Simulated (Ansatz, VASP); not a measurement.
**One calculation of Au, two programs**

The input INCAR:

```
ALGO     = Normal         # electronic algorithm
EDIFF    = 1E-6           # SCF threshold, eV
ENCUT    = 520            # plane-wave cutoff, eV
GGA      = PS             # functional
ISIF     = 2              # what is computed and relaxed
ISMEAR   = 0              # smearing method
LASPH    = True           # aspherical terms in the spheres
LCHARG   = True           # write CHGCAR
LELF     = True           # ELF
LREAL    = False          # projectors in reciprocal space
LVHAR    = True         
LWAVE    = False          # write WAVECAR
NBANDS   = 12             # bands
NELM     = 100            # most SCF steps
PREC     = Accurate       # precision mode
SIGMA    = 0.15           # smearing width, eV
```

Contents of KPOINTS:

```
k-points
0
Gamma
  20 20 20
```

POSCAR

```
Au
1.0
   -1.6075509300      1.6075509300      1.6572690000
    1.6075509300     -1.6075509300      1.6572690000
    1.6075509300      1.6075509300     -1.6572690000
Au
1
Direct
    0.0000000000      0.0000000000      0.0000000000
```

Input for Ansatz:

```yaml
crystal:
  lattice:
    - [-1.60755093, 1.60755093, 1.657269]
    - [1.60755093, -1.60755093, 1.657269]
    - [1.60755093, 1.60755093, -1.657269]
  atoms:
    - { symbol: Au, position: [0.0, 0.0, 0.0] }
basis:
  ecutwfc: 420
kpoints:
  mp_grid: { grid: [20, 20, 20] }
hamiltonian:
  xc: pbesol
scf:
  occupations: { method: gaussian, width: 0.15 }
output:
  forces: true
  stress: true
  eigenvalues: true
```

Change from the starting cell: strain -0.030 along x and y, +0.000 along z, atoms carried along.

Alike in both runs: task single point; functional PBEsol; k mesh 20 × 20 × 20; occupations gaussian, width 0.15 eV; no spin polarisation.

|  | VASP | Ansatz |
| --- | --- | --- |
| version | VASP 6.6.1 | Ansatz 0.2.0 |
| potentials or method | VASP PAW PBE potentials, release 64 (Au), cutoff 520 eV | scalar-relativistic, plane waves, PAW |
| valence electrons in the cell | 11 | 19 |

```csv
,VASP,Ansatz,Ansatz less VASP
gap on the k mesh at the Fermi level (eV),none,none,-
pressure (GPa),-1.1,-0.8,+0.29
"traceless stress, the component that is largest in VASP (GPa)",0.07,0.06,-0.001
```

VASP's potentials were made for PBE, not for PBEsol. A gap of «none» marks a metal or a gap that the smearing closes. The functional is the same, so the differences come from potentials, cutoffs and numerics. VASP's potentials hold 11 valence electrons a cell and Ansatz's 19, so a difference there can come from the potentials and not from the codes.

Spin-orbit coupling is off throughout.
